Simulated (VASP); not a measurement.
# ZrN (Fm-3m) in VASP: single point with PBE

Aim: the single point of ZrN with PBE.

Everything below comes from runs of VASP 6.6.1. Logs are shortened: lines on timing, memory, paths and dates and some standing lists are left out, and cuts for length are marked.

**1. The cell of the first run**

The structure is cubic, space group Fm-3m (No. 225). Conventional cell: a = 4.600 Å, b = 4.600 Å, c = 4.600 Å, α = 90.00°, β = 90.00°, γ = 90.00°. Within 3.0 Å of Zr (site symmetry m-3m) lie 6 N at 2.30 Å. N (site symmetry m-3m) has 6 Zr at 2.30 Å within 3.0 Å.

**2. Single point, PBE**

Contents of INCAR:

```
ALGO = Normal
EDIFF = 1E-6
ENCUT = 600
GGA = PE
GGA_COMPAT = False
ISIF = 2
ISMEAR = 0
LASPH = True
LCHARG = False
LREAL = False
LWAVE = False
NBANDS = 16
NELM = 120
PREC = Accurate
SIGMA = 0.05
```

Contents of KPOINTS:

```
k-points
0
Gamma
  15 15 15
```

Contents of POSCAR:

```
ZrN
1.0
    0.0000000000      2.3000000000      2.3000000000
    2.3000000000      0.0000000000      2.3000000000
    2.3000000000      2.3000000000      0.0000000000
Zr N
1 1
Direct
    0.5000000000      0.5000000000      0.5000000000
    0.0000000000      0.0000000000      0.0000000000
```

Potentials or basis: VASP PAW PBE potentials, release 64 (Zr_sv, N).

The run is started by

```console
> cat potpaw_PBE.64/Zr_sv/POTCAR potpaw_PBE.64/N/POTCAR > POTCAR
> mpirun -np 1 vasp_std > vasp.out
```

OUTCAR:

```text
EDIFF = 1E-6
   ENCUT = 600
   GGA = PE
   ISIF = 2
   ISMEAR = 0
   LASPH = True
   LREAL = False
   NELM = 120
   PREC = Accurate

 ion  position               nearest neighbor table
   1  0.500  0.500  0.500-   2 2.30   2 2.30   2 2.30   2 2.30   2 2.30   2 2.30
   2  0.000  0.000  0.000-   1 2.30   1 2.30   1 2.30   1 2.30   1 2.30   1 2.30

  LATTYP: Found a face centered cubic cell.
 ALAT       =     4.6000000000

  Lattice vectors:

 A1 = (   0.0000000000,   2.3000000000,   2.3000000000)
 A2 = (   2.3000000000,   0.0000000000,   2.3000000000)
 A3 = (   2.3000000000,   2.3000000000,   0.0000000000)

Analysis of symmetry for initial positions (statically):
=====================================================================
 Subroutine PRICEL returns:
 Original cell was already a primitive cell.

 Routine SETGRP: Setting up the symmetry group for a
 face centered cubic supercell.

 Subroutine GETGRP returns: Found 48 space group operations
 (whereof 48 operations were pure point group operations)
 out of a pool of 48 trial point group operations.

The static configuration has the point symmetry O_h .

Analysis of symmetry for dynamics (positions and initial velocities):
=====================================================================
 Subroutine PRICEL returns:
 Original cell was already a primitive cell.

 Routine SETGRP: Setting up the symmetry group for a
 face centered cubic supercell.

 Subroutine GETGRP returns: Found 48 space group operations
 (whereof 48 operations were pure point group operations)
 out of a pool of 48 trial point group operations.

The dynamic configuration has the point symmetry O_h .

 Subroutine INISYM returns: Found 48 space group operations
 (whereof 48 operations are pure point group operations),
 and found     1 'primitive' translations

----------------------------------------------------------------------------------------

                                     Primitive cell

  volume of cell :      24.3340

  direct lattice vectors                    reciprocal lattice vectors
     0.000000000  2.300000000  2.300000000    -0.217391304  0.217391304  0.217391304
     2.300000000  0.000000000  2.300000000     0.217391304 -0.217391304  0.217391304
     2.300000000  2.300000000  0.000000000     0.217391304  0.217391304 -0.217391304

  length of vectors
     3.252691193  3.252691193  3.252691193     0.376532784  0.376532784  0.376532784

  position of ions in fractional coordinates (direct lattice)
     0.500000000  0.500000000  0.500000000
     0.000000000  0.000000000  0.000000000

  ion indices of the primitive-cell ions
   primitive index   ion index
                 1           1
                 2           2

----------------------------------------------------------------------------------------

 KPOINTS: k-points

Automatic generation of k-mesh.
 Grid dimensions read from file:
 generate k-points for:   15   15   15

 Generating k-lattice:

  Cartesian coordinates                     Fractional coordinates (reciprocal lattice)
    -0.014492754  0.014492754  0.014492754     0.066666667  0.000000000  0.000000000
     0.014492754 -0.014492754  0.014492754     0.000000000  0.066666667  0.000000000
     0.014492754  0.014492754 -0.014492754     0.000000000  0.000000000  0.066666667

  Length of vectors
     0.025102186  0.025102186  0.025102186

  Shift w.r.t. Gamma in fractional coordinates (k-lattice)
     0.000000000  0.000000000  0.000000000

 Subroutine IBZKPT returns following result:
 ===========================================

 Found    120 irreducible k-points:

 Following reciprocal coordinates:
            Coordinates               Weight
  0.000000  0.000000  0.000000      1.000000
  0.066667  0.000000  0.000000      8.000000
  0.133333  0.000000  0.000000      8.000000
  0.200000  0.000000  0.000000      8.000000
  0.266667  0.000000  0.000000      8.000000
  0.333333  0.000000  0.000000      8.000000
[... 16 lines left out ...]
  0.133333  0.133333  0.000000      6.000000
  0.200000  0.133333  0.000000     24.000000
 [... further k-points ...]
   k-points           NKPTS =    120   k-points in BZ     NKDIM =    120   number of bands    NBANDS=     16
   number of dos      NEDOS =    301   number of ions     NIONS =      2
   total plane-waves  NPLWV =  21952
   dimension x,y,z NGX =    28 NGY =   28 NGZ =   28
   dimension x,y,z NGXF=    56 NGYF=   56 NGZF=   56
   ions per type =               1   1
   NGX,Y,Z   is equivalent  to a cutoff of  14.31, 14.31, 14.31 a.u.
   NGXF,Y,Z  is equivalent  to a cutoff of  28.62, 28.62, 28.62 a.u.
 SYSTEM =  unknown system
   PREC   = accura    normal or accurate (medium, high low for compatibility)
   ISTART =      0    job   : 0-new  1-cont  2-samecut
   ICHARG =      2    charge: 1-file 2-atom 10-const
   ISPIN  =      1    spin polarized calculation?
   LNONCOLLINEAR =      F non collinear calculations
   LSORBIT =      F    spin-orbit coupling
   LASPH  =      T    aspherical Exc in radial PAW
   ENCUT  =  600.0 eV  44.10 Ry    6.64 a.u.   6.50  6.50  6.50*2*pi/ulx,y,z
   NELM   =    120;   NELMIN=  2; NELMDL= -5     # of ELM steps
   EDIFF  = 0.1E-05   stopping-criterion for ELM
   LREAL  =      F    real-space projection
   EDIFFG = 0.1E-04   stopping-criterion for IOM
   NSW    =      0    number of steps for IOM
   IBRION =     -1    ionic relax: 0-MD 1-quasi-New 2-CG
   NFREE  =      0    steps in history (QN), initial steepest desc. (CG)
   ISIF   =      2    stress and relaxation
   ISYM   =      2    0-nonsym 1-usesym 2-fastsym
   POTIM  = 0.5000    time-step for ionic-motion
   TEBEG  =    0.0;   TEEND  =   0.0 temperature during run
   PSTRESS=    0.0 pullay stress
   NELECT =      17.0000    total number of electrons
   NUPDOWN=      -1.0000    fix difference up-down
   EMIN   =  10.00;   EMAX   =-10.00  energy-range for DOS
   EFERMI =   0.00;   METHOD = LEGACY
   ISMEAR =     0;   SIGMA  =   0.05  broadening in eV -4-tet -1-fermi 0-gaus
   EFERMI_NEDOS =   21; number of points for ismear=-14 and -15
   IALGO  =     38    algorithm
   IMIX   =      4    mixing-type and parameters
     AMIX     =   0.40;   BMIX     =  1.00
     AMIX_MAG =   1.60;   BMIX_MAG =  1.00
  volume/ion in A,a.u.               =      12.17        82.11
  Fermi-wavevector in a.u.,A,eV,Ry     =   1.452624  2.745062 28.709889  2.110117
  Thomas-Fermi vector in A             =   2.569985
   LORBIT       =      0    0 simple, 1 ext, 2 COOP (PROOUT), +10 PAW based schemes
   GGA     = PE    functional components
   LHFCALC =     F    Hartree Fock is set to
   AEXX    =    0.0000 exact exchange contribution
   IVDW    =     0    specifies the selected vdW correction
   LEPSILON=     F    determine dielectric tensor
   LRPA    =     F    only Hartree local field effects (RPA)
 non-spin polarized calculation
 Gauss-broadening in eV      SIGMA  =   0.05
  energy-cutoff  :      600.00
  volume of cell :       24.33
 maximum number of plane-waves:       869
 NGX is ok and might be reduce to    28
   NGX = 13   NGY = 13   NGZ = 13

 number of electron      17.0000000 magnetization

 Free energy of the ion-electron system (eV)
  ---------------------------------------------------
  ext. energy  EPLUGINS =         0.00000000
  ---------------------------------------------------
  free energy    TOTEN  =       -20.37243202 eV

  energy without entropy =      -20.37158309  energy(sigma->0) =      -20.37200756

 E-fermi :  11.8604     XC(G=0): -12.4527

 val. band max:       11.8467641177   @ k =  -0.3333   0.4667   0.2000
 cond. band min:      11.8761547865   @ k =  -0.1333   0.0667   0.0000
 fundamental gap:      0.0293906688
 Fermi energy:        11.8603984979

 k-point     1 :       0.0000    0.0000    0.0000
  band No.  band energies     occupation
      1     -37.7769      2.00000
      2     -15.4080      2.00000
      3     -15.4080      2.00000
      4     -15.4080      2.00000
      5      -4.3903      2.00000
      6       9.1969      2.00000
[... 8 lines left out ...]
     15      21.0094      0.00000
     16      34.1502      0.00000

 k-point     2 :       0.0667    0.0000    0.0000
  band No.  band energies     occupation
      1     -37.7711      2.00000
      2     -15.4619      2.00000
      3     -15.4120      2.00000
      4     -15.4120      2.00000
      5      -4.3017      2.00000
      6       8.8095      2.00000
[... 8 lines left out ...]
     15      21.3089      0.00000
     16      33.0522      0.00000

 k-point     3 :       0.1333    0.0000    0.0000
  band No.  band energies     occupation
      1     -37.7548      2.00000
      2     -15.6111      2.00000
      3     -15.4232      2.00000
      4     -15.4232      2.00000
      5      -4.0514      2.00000
      6       7.9505      2.00000
[... 8 lines left out ...]
     15      22.1233      0.00000
     16      31.2831      0.00000

 k-point     4 :       0.2000    0.0000    0.0000
  band No.  band energies     occupation
      1     -37.7307      2.00000
      2     -15.8228      2.00000
      3     -15.4398      2.00000
      4     -15.4398      2.00000
      5      -3.6812      2.00000
      6       6.9664      2.00000
[... 8 lines left out ...]
     15      23.1850      0.00000
     16      29.7795      0.00000

 k-point     5 :       0.2667    0.0000    0.0000
  band No.  band energies     occupation
      1     -37.7028      2.00000
      2     -16.0552      2.00000
      3     -15.4588      2.00000
      4     -15.4588      2.00000
      5      -3.2486      2.00000
      6       6.0217      2.00000
[... 8 lines left out ...]
     15      23.9770      0.00000
     16      28.3436      0.00000

 k-point     6 :       0.3333    0.0000    0.0000
  band No.  band energies     occupation
      1     -37.6759      2.00000
      2     -16.2681      2.00000
      3     -15.4767      2.00000
      4     -15.4767      2.00000
      5      -2.8198      2.00000
      6       5.2095      2.00000
[... 8 lines left out ...]
     15      24.1781      0.00000
     16      26.5433      0.00000

 k-point     7 :       0.4000    0.0000    0.0000
  band No.  band energies     occupation
      1     -37.6548      2.00000
      2     -16.4289      2.00000
      3     -15.4907      2.00000
      4     -15.4907      2.00000
      5      -2.4667      2.00000
      6       4.6040      2.00000
[... 8 lines left out ...]
     15      24.3035      0.00000
     16      25.0703      0.00000

 k-point     8 :       0.4667    0.0000    0.0000
  band No.  band energies     occupation
      1     -37.6431      2.00000
      2     -16.5149      2.00000
      3     -15.4983      2.00000
      4     -15.4983      2.00000
      5      -2.2635      2.00000
      6       4.2758      2.00000
[... 8 lines left out ...]
     15      24.1793      0.00000
     16      24.1793      0.00000

 k-point     9 :       0.0667    0.0667    0.0000
  band No.  band energies     occupation
      1     -37.7692      2.00000
      2     -15.4599      2.00000
      3     -15.4230      2.00000
      4     -15.4230      2.00000
      5      -4.2750      2.00000
      6       8.4534      2.00000
[... 8 lines left out ...]
     15      21.4070      0.00000
     16      32.8869      0.00000
[... 172 lines left out ...]
 k-point    19 :      -0.2667    0.0667    0.0000
  band No.  band energies     occupation
      1     -37.6900      2.00000
      2     -16.1263      2.00000
      3     -15.5155      2.00000
      4     -15.4503      2.00000
      5      -3.0925      2.00000
      6       5.6813      2.00000
[... 8 lines left out ...]
     15      24.1915      0.00000
     16      26.7209      0.00000

 k-point    20 :      -0.2000    0.0667    0.0000
  band No.  band energies     occupation
      1     -37.7175      2.00000
      2     -15.9066      2.00000
      3     -15.4935      2.00000
      4     -15.4305      2.00000
      5      -3.5043      2.00000
      6       6.5002      2.00000
[... 8 lines left out ...]
     15      23.6784      0.00000
     16      28.1121      0.00000

 k-point    21 :      -0.1333    0.0667    0.0000
  band No.  band energies     occupation
      1     -37.7429      2.00000
      2     -15.6955      2.00000
      3     -15.4675      2.00000
      4     -15.4161      2.00000
      5      -3.8807      2.00000
      6       7.3810      2.00000
[... 8 lines left out ...]
     15      22.6829      0.00000
     16      29.8137      0.00000

 k-point    22 :      -0.0667    0.0667    0.0000
  band No.  band energies     occupation
      1     -37.7619      2.00000
      2     -15.5359      2.00000
      3     -15.4386      2.00000
      4     -15.4095      2.00000
      5      -4.1621      2.00000
      6       8.2167      2.00000
[... 8 lines left out ...]
     15      21.7792      0.00000
     16      31.7005      0.00000

 k-point    23 :       0.1333    0.1333    0.0000
  band No.  band energies     occupation
      1     -37.7475      2.00000
      2     -15.5988      2.00000
      3     -15.4657      2.00000
      4     -15.4657      2.00000
      5      -3.9845      2.00000
      6       7.1954      2.00000
[... 8 lines left out ...]
     15      22.4906      0.00000
     16      30.9488      0.00000

 k-point    24 :       0.2000    0.1333    0.0000
  band No.  band energies     occupation
      1     -37.7296      2.00000
      2     -15.7328      2.00000
      3     -15.4935      2.00000
      4     -15.4823      2.00000
      5      -3.7641      2.00000
      6       6.6144      2.00000
[... 8 lines left out ...]
     15      23.3355      0.00000
     16      29.5593      0.00000

 [... further k-points ...]
[... 5 lines left out ...]
  --------------------------------------------------------------------------------------
  -------------------------------------------------------------------------------------
  Total       -0.1107487     -0.1107487     -0.1107487      0.0000000      0.0000000      0.0000000
  in kB       -7.2918175     -7.2918175     -7.2918175      0.0000000      0.0000000      0.0000000
  external PRESSURE =      -7.2918175 kB  Pullay stress =       0.0000000 kB

 VOLUME and BASIS-vectors are now :
 -----------------------------------------------------------------------------
  energy-cutoff  :      600.00
  volume of cell :       24.33
      direct lattice vectors                 reciprocal lattice vectors
     0.000000000  2.300000000  2.300000000    -0.217391304  0.217391304  0.217391304
     2.300000000  0.000000000  2.300000000     0.217391304 -0.217391304  0.217391304
     2.300000000  2.300000000  0.000000000     0.217391304  0.217391304 -0.217391304

 POSITION                                       TOTAL-FORCE (eV/Angst)
 -----------------------------------------------------------------------------------
      2.30000      2.30000      2.30000         0.000000     -0.000000      0.000000
      0.00000      0.00000      0.00000        -0.000000      0.000000     -0.000000
 -----------------------------------------------------------------------------------
    total drift:                                0.000000      0.000000      0.000000

  FREE ENERGIE OF THE ION-ELECTRON SYSTEM (eV)
  ---------------------------------------------------
  free  energy   TOTEN  =       -20.3724320247 eV

  energy  without entropy=      -20.3715830918  energy(sigma->0) =      -20.37200756
```

It took 26 s on 1 thread of Intel Xeon 6975P-C (Granite Rapids), shared host; peak memory 0.19 GiB.

What came out:

```
Free energy : -20.3724 eV
Pressure    : -0.7 GPa
```
